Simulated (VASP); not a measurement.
# Ir (Fm-3m) in VASP: notebook

The runs below take Ir through single point, with PBEsol.

Program: VASP 6.6.1. These are calculated values, not measurements. Logs are shortened: lines on timing, memory, paths and dates and some standing lists are left out, and cuts for length are marked.

## (1) The cell of the first run

Symmetry: Fm-3m, No. 225, cubic system. The conventional cell has a = 3.831 Å, b = 3.831 Å, c = 3.831 Å, α = 90.00°, β = 90.00°, γ = 90.00°. Within 3.6 Å of Ir (site symmetry m-3m) lie 12 Ir at 2.71 Å.

## (2) Single point, PBEsol

Input file INCAR:

```
SYSTEM = Ir
PREC = Accurate
ENCUT = 500
EDIFF = 1E-6
ISMEAR = 0
SIGMA = 0.1
LREAL = .FALSE.
LASPH = .TRUE.
NELM = 120
ALGO = Normal
ISIF = 2
LWAVE = .FALSE.
LCHARG = .FALSE.
GGA = PS
NBANDS = 10
GGA_COMPAT = .FALSE.
```

Input file KPOINTS:

```
Automatic mesh
0
G
  12 12 12
  0 0 0
```

Input file POSCAR:

```
Ir
1.0
    0.0000000000      1.9156000000      1.9156000000
    1.9156000000      0.0000000000      1.9156000000
    1.9156000000      1.9156000000      0.0000000000
Ir
1
Direct
    0.0000000000      0.0000000000      0.0000000000
```

Potentials or basis: VASP PAW PBE potentials, release 64 (Ir).

On the command line:

```
$ cat potpaw_PBE.64/Ir/POTCAR > POTCAR
$ mpirun -np 1 vasp_std > vasp.out
```

OUTCAR:

```text
SYSTEM = Ir
   PREC = Accurate
   ENCUT = 500
   EDIFF = 1E-6
   ISMEAR = 0
   LREAL = .FALSE.
   LASPH = .TRUE.
   NELM = 120
   ISIF = 2
   GGA = PS

 ion  position               nearest neighbor table
   1  0.000  0.000  0.000-

  LATTYP: Found a face centered cubic cell.
 ALAT       =     3.8312000000

  Lattice vectors:

 A1 = (   0.0000000000,   1.9156000000,   1.9156000000)
 A2 = (   1.9156000000,   0.0000000000,   1.9156000000)
 A3 = (   1.9156000000,   1.9156000000,   0.0000000000)

Analysis of symmetry for initial positions (statically):
=====================================================================
 Subroutine PRICEL returns:
 Original cell was already a primitive cell.

 Routine SETGRP: Setting up the symmetry group for a
 face centered cubic supercell.

 Subroutine GETGRP returns: Found 48 space group operations
 (whereof 48 operations were pure point group operations)
 out of a pool of 48 trial point group operations.

The static configuration has the point symmetry O_h .

Analysis of symmetry for dynamics (positions and initial velocities):
=====================================================================
 Subroutine PRICEL returns:
 Original cell was already a primitive cell.

 Routine SETGRP: Setting up the symmetry group for a
 face centered cubic supercell.

 Subroutine GETGRP returns: Found 48 space group operations
 (whereof 48 operations were pure point group operations)
 out of a pool of 48 trial point group operations.

The dynamic configuration has the point symmetry O_h .

 Subroutine INISYM returns: Found 48 space group operations
 (whereof 48 operations are pure point group operations),
 and found     1 'primitive' translations

----------------------------------------------------------------------------------------

                                     Primitive cell

  volume of cell :      14.0587

  direct lattice vectors                    reciprocal lattice vectors
     0.000000000  1.915600000  1.915600000    -0.261014826  0.261014826  0.261014826
     1.915600000  0.000000000  1.915600000     0.261014826 -0.261014826  0.261014826
     1.915600000  1.915600000  0.000000000     0.261014826  0.261014826 -0.261014826

  length of vectors
     2.709067500  2.709067500  2.709067500     0.452090940  0.452090940  0.452090940

  position of ions in fractional coordinates (direct lattice)
     0.000000000  0.000000000  0.000000000

  ion indices of the primitive-cell ions
   primitive index   ion index
                 1           1

----------------------------------------------------------------------------------------

 KPOINTS: Automatic mesh

Automatic generation of k-mesh.
 Grid dimensions read from file:
 generate k-points for:   12   12   12

 Generating k-lattice:

  Cartesian coordinates                     Fractional coordinates (reciprocal lattice)
    -0.021751235  0.021751235  0.021751235     0.083333333  0.000000000  0.000000000
     0.021751235 -0.021751235  0.021751235     0.000000000  0.083333333  0.000000000
     0.021751235  0.021751235 -0.021751235     0.000000000  0.000000000  0.083333333

  Length of vectors
     0.037674245  0.037674245  0.037674245

  Shift w.r.t. Gamma in fractional coordinates (k-lattice)
     0.000000000  0.000000000  0.000000000

 Subroutine IBZKPT returns following result:
 ===========================================

 Found     72 irreducible k-points:

 Following reciprocal coordinates:
            Coordinates               Weight
  0.000000  0.000000  0.000000      1.000000
  0.083333  0.000000  0.000000      8.000000
  0.166667  0.000000  0.000000      8.000000
  0.250000  0.000000  0.000000      8.000000
  0.333333  0.000000  0.000000      8.000000
  0.416667  0.000000  0.000000      8.000000
[... 16 lines left out ...]
  0.500000  0.166667  0.000000     24.000000
 -0.416667  0.166667  0.000000     24.000000
 [... further k-points ...]
   k-points           NKPTS =     72   k-points in BZ     NKDIM =     72   number of bands    NBANDS=     10
   number of dos      NEDOS =    301   number of ions     NIONS =      1
   total plane-waves  NPLWV =   8000
   dimension x,y,z NGX =    20 NGY =   20 NGZ =   20
   dimension x,y,z NGXF=    40 NGYF=   40 NGZF=   40
   ions per type =               1
   NGX,Y,Z   is equivalent  to a cutoff of  12.27, 12.27, 12.27 a.u.
   NGXF,Y,Z  is equivalent  to a cutoff of  24.55, 24.55, 24.55 a.u.
 SYSTEM =  Ir
   PREC   = accura    normal or accurate (medium, high low for compatibility)
   ISTART =      0    job   : 0-new  1-cont  2-samecut
   ICHARG =      2    charge: 1-file 2-atom 10-const
   ISPIN  =      1    spin polarized calculation?
   LNONCOLLINEAR =      F non collinear calculations
   LSORBIT =      F    spin-orbit coupling
   LASPH  =      T    aspherical Exc in radial PAW
   ENCUT  =  500.0 eV  36.75 Ry    6.06 a.u.   4.94  4.94  4.94*2*pi/ulx,y,z
   NELM   =    120;   NELMIN=  2; NELMDL= -5     # of ELM steps
   EDIFF  = 0.1E-05   stopping-criterion for ELM
   LREAL  =      F    real-space projection
   EDIFFG = 0.1E-04   stopping-criterion for IOM
   NSW    =      0    number of steps for IOM
   IBRION =     -1    ionic relax: 0-MD 1-quasi-New 2-CG
   NFREE  =      0    steps in history (QN), initial steepest desc. (CG)
   ISIF   =      2    stress and relaxation
   ISYM   =      2    0-nonsym 1-usesym 2-fastsym
   POTIM  = 0.5000    time-step for ionic-motion
   TEBEG  =    0.0;   TEEND  =   0.0 temperature during run
   PSTRESS=    0.0 pullay stress
   NELECT =       9.0000    total number of electrons
   NUPDOWN=      -1.0000    fix difference up-down
   EMIN   =  10.00;   EMAX   =-10.00  energy-range for DOS
   EFERMI =   0.00;   METHOD = LEGACY
   ISMEAR =     0;   SIGMA  =   0.10  broadening in eV -4-tet -1-fermi 0-gaus
   EFERMI_NEDOS =   21; number of points for ismear=-14 and -15
   IALGO  =     38    algorithm
   IMIX   =      4    mixing-type and parameters
     AMIX     =   0.40;   BMIX     =  1.00
     AMIX_MAG =   1.60;   BMIX_MAG =  1.00
  volume/ion in A,a.u.               =      14.06        94.87
  Fermi-wavevector in a.u.,A,eV,Ry     =   1.410937  2.666284 27.085691  1.990742
  Thomas-Fermi vector in A             =   2.532839
   LORBIT       =      0    0 simple, 1 ext, 2 COOP (PROOUT), +10 PAW based schemes
   GGA     = PS    functional components
   LHFCALC =     F    Hartree Fock is set to
   AEXX    =    0.0000 exact exchange contribution
   IVDW    =     0    specifies the selected vdW correction
   LEPSILON=     F    determine dielectric tensor
   LRPA    =     F    only Hartree local field effects (RPA)
 non-spin polarized calculation
 Gauss-broadening in eV      SIGMA  =   0.10
  energy-cutoff  :      500.00
  volume of cell :       14.06
 maximum number of plane-waves:       368
   NGX =  9   NGY =  9   NGZ =  9

 number of electron       9.0000000 magnetization

 Free energy of the ion-electron system (eV)
  ---------------------------------------------------
  ext. energy  EPLUGINS =         0.00000000
  ---------------------------------------------------
  free energy    TOTEN  =        -9.83980681 eV

  energy without entropy =       -9.83710057  energy(sigma->0) =       -9.83845369

 E-fermi :  10.3996     XC(G=0): -14.1392

 val. band max:       10.3902091380   @ k =  -0.2500   0.0833   0.0000
 cond. band min:      10.4810670774   @ k =   0.4167   0.4167   0.0000
 fundamental gap:      0.0908579393
 Fermi energy:        10.3995563043

 k-point     1 :       0.0000    0.0000    0.0000
  band No.  band energies     occupation
      1      -0.9032      2.00000
      2       6.4126      2.00000
      3       6.4126      2.00000
      4       6.4126      2.00000
      5       9.1519      2.00000
      6       9.1519      2.00000
      7      24.6654      0.00000
      8      30.2718      0.00000
      9      30.2718      0.00000
     10      30.2718      0.00000

 k-point     2 :       0.0833    0.0000    0.0000
  band No.  band energies     occupation
      1      -0.5946      2.00000
      2       6.2513      2.00000
      3       6.5441      2.00000
      4       6.5441      2.00000
      5       9.0696      2.00000
      6       9.0696      2.00000
      7      25.1949      0.00000
      8      28.8164      0.00000
      9      30.7819      0.00000
     10      30.7819      0.00000

 k-point     3 :       0.1667    0.0000    0.0000
  band No.  band energies     occupation
      1       0.2524      2.00000
      2       5.9259      2.00000
      3       6.8118      2.00000
      4       6.8118      2.00000
      5       8.9902      2.00000
      6       8.9902      2.00000
      7      26.2516      0.00000
      8      26.7047      0.00000
      9      32.2053      0.00000
     10      32.2053      0.00000

 k-point     4 :       0.2500    0.0000    0.0000
  band No.  band energies     occupation
      1       1.3220      2.00000
      2       5.8899      2.00000
      3       6.8635      2.00000
      4       6.8635      2.00000
      5       9.3300      2.00000
      6       9.3300      2.00000
      7      24.1309      0.00000
      8      27.1584      0.00000
      9      34.1084      0.00000
     10      34.1089      0.00000
[... 222 lines left out ...]
 k-point    22 :       0.4167    0.1667    0.0000
  band No.  band energies     occupation
      1       2.9426      2.00000
      2       5.4739      2.00000
      3       6.1787      2.00000
      4       7.5027      2.00000
      5      11.1847      0.00000
      6      11.5077      0.00000
      7      20.8369      0.00000
      8      26.5946      0.00000
      9      28.7143      0.00000
     10      30.8718      0.00000

 k-point    23 :       0.5000    0.1667    0.0000
  band No.  band energies     occupation
      1       3.0271      2.00000
      2       5.5129      2.00000
      3       6.9672      2.00000
      4       7.2613      2.00000
      5      11.3473      0.00000
      6      13.5399      0.00000
      7      17.9303      0.00000
      8      25.8515      0.00000
      9      28.7213      0.00000
     10      29.2575      0.00000

 k-point    24 :      -0.4167    0.1667    0.0000
  band No.  band energies     occupation
      1       3.0984      2.00000
      2       5.5383      2.00000
      3       7.1479      2.00000
      4       7.3084      2.00000
      5      10.8132      0.00000
      6      14.1362      0.00000
      7      17.6174      0.00000
      8      25.6757      0.00000
      9      27.9437      0.00000
     10      29.9686      0.00000

 [... further k-points ...]

------------------------ aborting loop because EDIFF is reached ----------------------------------------

  FORCE on cell =-STRESS in cart. coord.  units (eV):
  Direction    XX          YY          ZZ          XY          YZ          ZX
  --------------------------------------------------------------------------------------
  -------------------------------------------------------------------------------------
  Total        0.0222230      0.0222230      0.0222230      0.0000000      0.0000000      0.0000000
  in kB        2.5326096      2.5326096      2.5326096      0.0000000      0.0000000      0.0000000
  external PRESSURE =       2.5326096 kB  Pullay stress =       0.0000000 kB

 VOLUME and BASIS-vectors are now :
 -----------------------------------------------------------------------------
  energy-cutoff  :      500.00
  volume of cell :       14.06
      direct lattice vectors                 reciprocal lattice vectors
     0.000000000  1.915600000  1.915600000    -0.261014826  0.261014826  0.261014826
     1.915600000  0.000000000  1.915600000     0.261014826 -0.261014826  0.261014826
     1.915600000  1.915600000  0.000000000     0.261014826  0.261014826 -0.261014826

 POSITION                                       TOTAL-FORCE (eV/Angst)
 -----------------------------------------------------------------------------------
      0.00000      0.00000      0.00000        -0.000000      0.000000      0.000000
 -----------------------------------------------------------------------------------
    total drift:                                0.000000      0.000000     -0.000000

  FREE ENERGIE OF THE ION-ELECTRON SYSTEM (eV)
  ---------------------------------------------------
  free  energy   TOTEN  =        -9.8398068078 eV

  energy  without entropy=       -9.8371005714  energy(sigma->0) =       -9.83845369
```

Wall time 5 s (1 thread of Intel Xeon 6975P-C (Granite Rapids), shared host); peak memory 0.13 GiB.

What came out:

* Free energy: -9.8398 eV
* Pressure: 0.3 GPa

Levels at points of the mesh, in eV from the Fermi level:
| k point | band 1 | band 2 | band 3 | band 4 | band 5 | band 6 | band 7 | band 8 | band 9 |
| --- | --- | --- | --- | --- | --- | --- | --- | --- | --- |
| (0.00, 0.00, 0.00) | -11.30 | -3.99 | -3.99 | -3.99 | -1.25 | -1.25 | 14.27 | 19.87 | 19.87 |
| (0.50, 0.00, 0.00) | -8.25 | -4.09 | -4.09 | -0.88 | 0.87 | 0.87 | 7.24 | 13.79 | 19.77 |
| (0.50, 0.50, 0.00) | -8.06 | -7.48 | 0.84 | 1.45 | 1.45 | 1.60 | 10.50 | 11.65 | 11.65 |

Caveat: the PAW data sets were made with another functional, which shifts forces and pressure a little; spin-orbit coupling is left out, which moves the levels of the heavy elements.

[end of part 1 of 2]
